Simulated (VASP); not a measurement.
# NiO in VASP: further runs

NiO is run at these levels: PBE+U; tasks: relaxation of the atoms, single point.

All numbers are computed with VASP 6.6.1; they aren't measurements. Logs are shortened: lines on timing, memory, paths and dates and some standing lists are left out, and cuts for length are marked.

## Step 1: The cell of the first run

The structure is cubic, space group Fm-3m (No. 225). The conventional cell has a = 4.172 Å, b = 4.172 Å, c = 4.172 Å, α = 90.00°, β = 90.00°, γ = 90.00°. Ni (site symmetry m-3m) has 6 O at 2.09 Å within 2.8 Å. O (site symmetry m-3m) has 6 Ni at 2.09 Å within 2.8 Å.

## Step 2: Relaxation of the atoms, PBE+U, collinear spin, antiferromagnetic start

The input, INCAR:

```
ALGO     = Normal         # electronic algorithm
EDIFF    = 1E-7           # SCF threshold, eV
EDIFFG   = -0.01          # ionic threshold
ENCUT    = 520            # plane-wave cutoff, eV
GGA      = PE             # functional
GGA_COMPAT= F            
IBRION   = 2              # ionic algorithm
ISIF     = 2              # what is computed and relaxed
ISMEAR   = 0              # smearing method
ISPIN    = 2              # spin polarisation
KPAR     = 4            
LASPH    = T              # aspherical terms in the spheres
LCHARG   = F              # write CHGCAR
LDAU     = T              # DFT+U
LDAUJ    = 0 0          
LDAUL    = 2 -1           # shell
LDAUPRINT= 1            
LDAUTYPE = 2            
LDAUU    = 6.2 0          # U, eV
LMAXMIX  = 4              # l up to which the mixer works
LORBIT   = 11             # projections on sites
LREAL    = F              # projectors in reciprocal space
LWAVE    = F              # write WAVECAR
MAGMOM   = 1.83 -1.83 0 0 # initial moments
NELM     = 200            # most SCF steps
NELMIN   = 4            
NSW      = 60             # ionic steps
PREC     = Accurate       # precision mode
SIGMA    = 0.05           # smearing width, eV
```

The input, KPOINTS:

```
k-points
0
Gamma
  10 10 10
```

The input, POSCAR:

```
NiO
1.0
   -2.0859016414     -2.0859016414      4.1718032828
   -4.1718032828     -2.0859016414      2.0859016414
   -2.0859016414     -4.1718032828      2.0859016414
Ni O
2 2
Direct
    0.0000000000      0.0000000000      0.0000000000
    0.5000000000      0.5000000000      0.5000000000
    1.2500000005     -0.7499999995     -0.7499999995
    1.7499999995     -0.2500000005     -0.2500000005
```

Potentials or basis: VASP PAW PBE potentials, release 64 (Ni, O).

On the command line:

```bash
cat potpaw_PBE.64/Ni/POTCAR potpaw_PBE.64/O/POTCAR > POTCAR
mpirun -np 4 vasp_std > vasp.out
```

OUTCAR:

```text
EDIFF = 1E-7
   EDIFFG = -0.01
   ENCUT = 520
   GGA = PE
   IBRION = 2
   ISIF = 2
   ISMEAR = 0
   ISPIN = 2
   LASPH = T
   LORBIT = 11
   LREAL = F
   NELM = 200
   NELMIN = 4
   NSW = 60
   PREC = Accurate

 ion  position               nearest neighbor table
   1  0.000  0.000  0.000-   4 2.09   3 2.09   4 2.09   4 2.09   3 2.09   3 2.09   2 2.95   2 2.95
                             2 2.95   2 2.95   2 2.95   2 2.95
   2  0.500  0.500  0.500-   3 2.09   3 2.09   3 2.09   4 2.09   4 2.09   4 2.09   1 2.95   1 2.95
                             1 2.95   1 2.95   1 2.95   1 2.95
   3  0.250  0.250  0.250-   1 2.09   1 2.09   1 2.09   2 2.09   2 2.09   2 2.09
   4  0.750  0.750  0.750-   1 2.09   1 2.09   1 2.09   2 2.09   2 2.09   2 2.09

  LATTYP: Found a trigonal (rhomboedric) cell.
 ALAT       =     5.1093946751
 COS(alpha) =     0.8333333333

  Lattice vectors:

 A1 = (  -2.0859016414,  -2.0859016414,   4.1718032828)
 A2 = (  -4.1718032828,  -2.0859016414,   2.0859016414)
 A3 = (  -2.0859016414,  -4.1718032828,   2.0859016414)

Analysis of symmetry for initial positions (statically):
=====================================================================
 Subroutine PRICEL returns following result:

  LATTYP: Found a face centered cubic cell.
 ALAT       =     4.1718032828
[... 12 lines left out ...]
 Subroutine GETGRP returns: Found 12 space group operations
 (whereof 12 operations were pure point group operations)
 out of a pool of 12 trial point group operations.

The static configuration has the point symmetry D_3d.

Analysis of symmetry for dynamics (positions and initial velocities):
=====================================================================
 Subroutine PRICEL returns following result:

  LATTYP: Found a face centered cubic cell.
 ALAT       =     4.1718032828
[... 12 lines left out ...]
 Subroutine GETGRP returns: Found 12 space group operations
 (whereof 12 operations were pure point group operations)
 out of a pool of 12 trial point group operations.

The dynamic configuration has the point symmetry D_3d.

Analysis of structural, dynamic, and magnetic symmetry:
=====================================================================
 Subroutine PRICEL returns following result:

  LATTYP: Found a face centered cubic cell.
 ALAT       =     4.1718032828
[... 12 lines left out ...]
 Subroutine GETGRP returns: Found 12 space group operations
 (whereof 12 operations were pure point group operations)
 out of a pool of 12 trial point group operations.

The overall configuration has the point symmetry D_3d.

 Subroutine INISYM returns: Found 12 space group operations
 (whereof 12 operations are pure point group operations),
 and found     2 'primitive' translations

----------------------------------------------------------------------------------------

                                     Primitive cell

  volume of cell :      18.1515

  direct lattice vectors                    reciprocal lattice vectors
     2.085901641 -2.085901641  0.000000000     0.239704495 -0.239704495  0.239704495
    -0.000000000 -2.085901641 -2.085901641    -0.239704495 -0.239704495 -0.239704495
     2.085901641  0.000000000 -2.085901641     0.239704495  0.239704495 -0.239704495

  length of vectors
     2.949910391  2.949910391  2.949910391     0.415180364  0.415180364  0.415180364
[... 146 lines left out ...]

 occupancies and eigenvectors

  o =  0.1568  v =  0.0000  0.0000  0.0000  0.0000  0.0000 -0.0003 -0.0001  0.9998 -0.0001  0.0200      0.0000  0.0000  0.0000  0.0000  0.0000  0.0000  0.0000  0.0000  0.0000  0.0000
  o =  0.1568  v =  0.0000  0.0000  0.0000  0.0000  0.0000  0.0000  0.0002 -0.0200 -0.0002  0.9998      0.0000  0.0000  0.0000  0.0000  0.0000  0.0000  0.0000  0.0000  0.0000  0.0000
  o =  0.9820  v =  0.0000  0.0000  0.0000  0.0000  0.0000  0.5670  0.7923  0.0002 -0.2253 -0.0002      0.0000  0.0000  0.0000  0.0000  0.0000  0.0000  0.0000  0.0000  0.0000  0.0000
  o =  0.9820  v =  0.0000  0.0000  0.0000  0.0000  0.0000  0.5875 -0.1973  0.0002  0.7848  0.0002      0.0000  0.0000  0.0000  0.0000  0.0000  0.0000  0.0000  0.0000  0.0000  0.0000
  o =  0.9820  v =  0.0000  0.0000  0.0000  0.0000  0.0000 -0.5774  0.5774 -0.0000  0.5774  0.0000      0.0000  0.0000  0.0000  0.0000  0.0000  0.0000  0.0000  0.0000  0.0000  0.0000
  o =  0.9839  v =  0.5774 -0.5774  0.0000 -0.5774 -0.0000  0.0000  0.0000  0.0000  0.0000  0.0000      0.0000  0.0000  0.0000  0.0000  0.0000  0.0000  0.0000  0.0000  0.0000  0.0000
  o =  0.9839  v =  0.8165  0.4149  0.0014  0.4016 -0.0000  0.0000  0.0000  0.0000  0.0000  0.0000      0.0000  0.0000  0.0000  0.0000  0.0000  0.0000  0.0000  0.0000  0.0000  0.0000
  o =  0.9839  v =  0.0077 -0.7032  0.0000  0.7109  0.0014  0.0000  0.0000  0.0000  0.0000  0.0000      0.0000  0.0000  0.0000  0.0000  0.0000  0.0000  0.0000  0.0000  0.0000  0.0000
  o =  1.0321  v = -0.0000  0.0010  0.0131 -0.0010  0.9999  0.0000  0.0000  0.0000  0.0000  0.0000      0.0000  0.0000  0.0000  0.0000  0.0000  0.0000  0.0000  0.0000  0.0000  0.0000
  o =  1.0321  v =  0.0011  0.0006 -0.9999  0.0005  0.0131  0.0000  0.0000  0.0000  0.0000  0.0000      0.0000  0.0000  0.0000  0.0000  0.0000  0.0000  0.0000  0.0000  0.0000  0.0000

atom =   2  type =  1  l = 2

 onsite density matrix

spin component  1

  0.9820 -0.0000  0.0002 -0.0000  0.0000
 -0.0000  0.9820  0.0001  0.0000 -0.0002
  0.0002  0.0001  0.1568  0.0001 -0.0000
 -0.0000  0.0000  0.0001  0.9820  0.0002
  0.0000 -0.0002 -0.0000  0.0002  0.1568

spin component  2

  0.9839  0.0000 -0.0001  0.0000  0.0000
  0.0000  0.9839 -0.0000 -0.0000  0.0000
 -0.0001 -0.0000  1.0321 -0.0000  0.0000
  0.0000 -0.0000 -0.0000  0.9839 -0.0000
  0.0000  0.0000  0.0000 -0.0000  1.0321

 occupancies and eigenvectors

  o =  0.1568  v = -0.0003 -0.0001  0.9987 -0.0001  0.0517  0.0000  0.0000  0.0000  0.0000  0.0000      0.0000  0.0000  0.0000  0.0000  0.0000  0.0000  0.0000  0.0000  0.0000  0.0000
  o =  0.1568  v = -0.0000 -0.0002  0.0517  0.0002 -0.9987  0.0000  0.0000  0.0000  0.0000  0.0000      0.0000  0.0000  0.0000  0.0000  0.0000  0.0000  0.0000  0.0000  0.0000  0.0000
  o =  0.9820  v = -0.0150  0.6995 -0.0000 -0.7145 -0.0003  0.0000  0.0000  0.0000  0.0000  0.0000      0.0000  0.0000  0.0000  0.0000  0.0000  0.0000  0.0000  0.0000  0.0000  0.0000
  o =  0.9820  v = -0.8164 -0.4212 -0.0003 -0.3952  0.0000  0.0000  0.0000  0.0000  0.0000  0.0000      0.0000  0.0000  0.0000  0.0000  0.0000  0.0000  0.0000  0.0000  0.0000  0.0000
  o =  0.9820  v = -0.5774  0.5774 -0.0000  0.5774 -0.0000  0.0000  0.0000  0.0000  0.0000  0.0000      0.0000  0.0000  0.0000  0.0000  0.0000  0.0000  0.0000  0.0000  0.0000  0.0000
  o =  0.9839  v =  0.0000  0.0000  0.0000  0.0000  0.0000  0.5774 -0.5774  0.0000 -0.5774 -0.0000      0.0000  0.0000  0.0000  0.0000  0.0000  0.0000  0.0000  0.0000  0.0000  0.0000
  o =  0.9839  v =  0.0000  0.0000  0.0000  0.0000  0.0000  0.8141  0.3529  0.0014  0.4612  0.0001      0.0000  0.0000  0.0000  0.0000  0.0000  0.0000  0.0000  0.0000  0.0000  0.0000
  o =  0.9839  v =  0.0000  0.0000  0.0000  0.0000  0.0000 -0.0625 -0.7363 -0.0001  0.6738  0.0014      0.0000  0.0000  0.0000  0.0000  0.0000  0.0000  0.0000  0.0000  0.0000  0.0000
  o =  1.0321  v =  0.0000  0.0000  0.0000  0.0000  0.0000  0.0000  0.0010  0.0000 -0.0010  1.0000      0.0000  0.0000  0.0000  0.0000  0.0000  0.0000  0.0000  0.0000  0.0000  0.0000
  o =  1.0321  v =  0.0000  0.0000  0.0000  0.0000  0.0000 -0.0011 -0.0006  1.0000 -0.0006 -0.0000      0.0000  0.0000  0.0000  0.0000  0.0000  0.0000  0.0000  0.0000  0.0000  0.0000

 number of electron      32.0000012 magnetization       0.0000000

 Free energy of the ion-electron system (eV)
  ---------------------------------------------------
  ext. energy  EPLUGINS =         0.00000000
  ---------------------------------------------------
  free energy    TOTEN  =       -20.47697982 eV

  energy without entropy =      -20.47697982  energy(sigma->0) =      -20.47697982

 E-fermi :   6.5302     XC(G=0): -12.6646

 val. band max:        6.3311809545   @ k =   0.5000   0.5000   0.5000
 cond. band min:       9.7796019684   @ k =   0.0000   0.0000   0.0000
 fundamental gap:      3.4484210139
 Fermi energy:         6.5301551547

 spin component 1

 k-point     1 :       0.0000    0.0000    0.0000
  band No.  band energies     occupation
      1     -11.9566      1.00000
      2     -10.5002      1.00000
      3      -0.6649      1.00000
      4       0.1292      1.00000
      5       0.1293      1.00000
      6       2.1126      1.00000
[... 1097 lines left out ...]
     19      13.8496      0.00000
     20      15.3892      0.00000

 [... further k-points ...]

------------------------ aborting loop because EDIFF is reached ----------------------------------------

  FORCE on cell =-STRESS in cart. coord.  units (eV):
  Direction    XX          YY          ZZ          XY          YZ          ZX
  --------------------------------------------------------------------------------------
  -------------------------------------------------------------------------------------
  Total        0.3318552      0.3318552      0.3318552     -0.0158496      0.0158496      0.0158496
  in kB       14.6459550     14.6459550     14.6459550     -0.6994988      0.6994988      0.6994988
  external PRESSURE =      14.6459550 kB  Pullay stress =       0.0000000 kB

 VOLUME and BASIS-vectors are now :
 -----------------------------------------------------------------------------
  energy-cutoff  :      520.00
  volume of cell :       36.30
      direct lattice vectors                 reciprocal lattice vectors
    -2.085901641 -2.085901641  4.171803283     0.119852248  0.119852248  0.359556743
    -4.171803283 -2.085901641  2.085901641    -0.359556743  0.119852248 -0.119852248
    -2.085901641 -4.171803283  2.085901641     0.119852248 -0.359556743 -0.119852248

 POSITION                                       TOTAL-FORCE (eV/Angst)
 -----------------------------------------------------------------------------------
      0.00000      0.00000      0.00000        -0.000000      0.000000     -0.000000
     -4.17180     -4.17180      4.17180        -0.000000      0.000000     -0.000000
     -2.08590     -2.08590      2.08590         0.000000     -0.000000      0.000000
     -6.25770     -6.25770      6.25770        -0.000000     -0.000000     -0.000000
 -----------------------------------------------------------------------------------
    total drift:                               -0.000000     -0.000000      0.000000

  FREE ENERGIE OF THE ION-ELECTRON SYSTEM (eV)
  ---------------------------------------------------
  free  energy   TOTEN  =       -20.4769798151 eV

  energy  without entropy=      -20.4769798151  energy(sigma->0) =      -20.47697982

 reached required accuracy - stopping structural energy minimisation

 total charge

# of ion       s       p       d       tot
------------------------------------------
    1        0.343   0.425   8.247   9.015
    2        0.343   0.425   8.247   9.015
    3        1.550   3.476   0.000   5.026
    4        1.550   3.476   0.000   5.026
--------------------------------------------------
tot          3.785   7.802  16.494  28.081

 magnetization (x)

# of ion       s       p       d       tot
------------------------------------------
    1       -0.002  -0.005   1.754   1.747
    2        0.002   0.005  -1.754  -1.747
    3        0.000   0.000   0.000   0.000
    4        0.000   0.000   0.000   0.000
--------------------------------------------------
tot          0.000   0.000   0.000   0.000
```

Wall time 2 min (4 MPI ranks of Intel Xeon Platinum 8488C (Sapphire Rapids), shared host); peak memory 0.37 GiB.

Results:

```
Free energy                                           : -20.4770 eV
Pressure after relaxing                               : 1.5 GPa
Band gap on the k mesh                                : 3.45 eV
Net moment                                            : 0.00 μB per cell
Site moments                                          : Ni +1.75, -1.75; O +0.00 μB
Valence electrons inside the program's atomic spheres : Ni 9.02; O 5.03
```

Final structure:
```
Ni O
1.0
    -2.08590   -2.08590    4.17180
    -4.17180   -2.08590    2.08590
    -2.08590   -4.17180    2.08590
Ni O
2 2
Cartesian
  0.0000 0.0000 0.0000
  -4.1718 -4.1718 4.1718
  -2.0859 -2.0859 2.0859
  -6.2577 -6.2577 6.2577
```

Eigenvalues of the final occupation matrices:
| site | spin | trace | eigenvalues |
| --- | --- | --- | --- |
| site 1 d | 1 | 5.02 | 0.98 0.98 0.98 1.03 1.03 |
| site 1 d | 2 | 3.26 | 0.16 0.16 0.98 0.98 0.98 |
| site 2 d | 1 | 3.26 | 0.16 0.16 0.98 0.98 0.98 |
| site 2 d | 2 | 5.02 | 0.98 0.98 0.98 1.03 1.03 |

Caveat: the relaxation stopped at its first step, so nothing moved. A k mesh can miss the band edges.

## Step 3: Single point, PBE+U, collinear spin, antiferromagnetic start

The input, INCAR:

```
PREC = Accurate
ENCUT = 600
EDIFF = 1E-6
ISMEAR = 0
SIGMA = 0.05
LREAL = F
LASPH = T
NELM = 200
ALGO = Normal
ISIF = 2
LWAVE = F
LCHARG = T
ISPIN = 2
MAGMOM = 1.83 -1.83 0 0
LORBIT = 11
LMAXMIX = 4
LDAU = T
LDAUTYPE = 2
LDAUL = 2 -1
LDAUU = 6.2 0
LDAUJ = 0 0
LDAUPRINT = 1
GGA = PE
LELF = T
LVHAR = T
NBANDS = 28
GGA_COMPAT = F
```

The input, KPOINTS:

```
Automatic mesh
0
Gamma
  10 10 10
```

POSCAR is that of step 2.

Potentials or basis: VASP PAW PBE potentials, release 64 (Ni, O).

On the command line:

```bash
cat potpaw_PBE.64/Ni/POTCAR potpaw_PBE.64/O/POTCAR > POTCAR
mpirun -np 1 vasp_std > vasp.out
```

Wall time 21 min (1 thread of Intel Xeon 8259CL, shared host); peak memory 0.46 GiB.

The run converged. Its results:

```yaml
Free_energy: -20.4818 eV
Pressure: 1.2 GPa
Band_gap_on_the_k_mesh: 3.45 eV
Net_moment: 0.00 μB per cell
Site_moments: Ni +1.75, -1.75; O +0.00 μB
Valence_electrons_inside_the_program's_atomic_spheres: Ni 9.02; O 5.02
```

Stress tensor (GPa, compression positive):
```
 1.17 -0.07  0.07
-0.07  1.17  0.07
 0.07  0.07  1.17
```

Levels at points of the mesh, in eV from the valence-band top:
Spin up:
| k point | band 13 | band 14 | band 15 | band 16 | band 17 | band 18 | band 19 | band 20 |
| --- | --- | --- | --- | --- | --- | --- | --- | --- |
| (0.00, 0.00, 0.00) | -0.81 | -0.81 | -0.76 | -0.76 | 3.45 | 4.35 | 4.35 | 7.37 |
| (0.50, 0.00, 0.00) | -1.84 | -1.74 | -1.22 | -0.60 | 4.29 | 4.31 | 9.20 | 9.48 |
| (0.50, 0.50, 0.00) | -2.18 | -1.93 | -0.67 | -0.53 | 4.53 | 4.70 | 7.38 | 7.95 |
| (0.50, 0.50, 0.50) | -1.40 | -1.40 | 0.00 | 0.00 | 4.20 | 4.20 | 6.15 | 6.27 |
Spin down:
```csv
k point,band 12,band 13,band 14,band 15,band 16,band 17,band 18,band 19,band 20,band 21
"(0.00, 0.00, 0.00)",-0.81,-0.81,-0.81,-0.76,-0.76,3.45,4.35,4.35,7.37,11.91
"(0.50, 0.00, 0.00)",-2.24,-1.84,-1.74,-1.22,-0.60,4.29,4.31,9.20,9.48,11.34
"(0.50, 0.50, 0.00)",-2.19,-2.18,-1.93,-0.67,-0.53,4.53,4.70,7.38,7.95,11.92
"(0.50, 0.50, 0.50)",-1.90,-1.40,-1.40,0.00,0.00,4.20,4.20,6.15,6.27,13.33
```

Eigenvalues of the final occupation matrices:
| site | spin | trace | eigenvalues |
| --- | --- | --- | --- |
| site 1 d | 1 | 5.02 | 0.98 0.98 0.98 1.03 1.03 |
| site 1 d | 2 | 3.26 | 0.16 0.16 0.98 0.98 0.98 |
| site 2 d | 1 | 3.26 | 0.16 0.16 0.98 0.98 0.98 |
| site 2 d | 2 | 5.02 | 0.98 0.98 0.98 1.03 1.03 |

(Continued in part 2 of 2.)
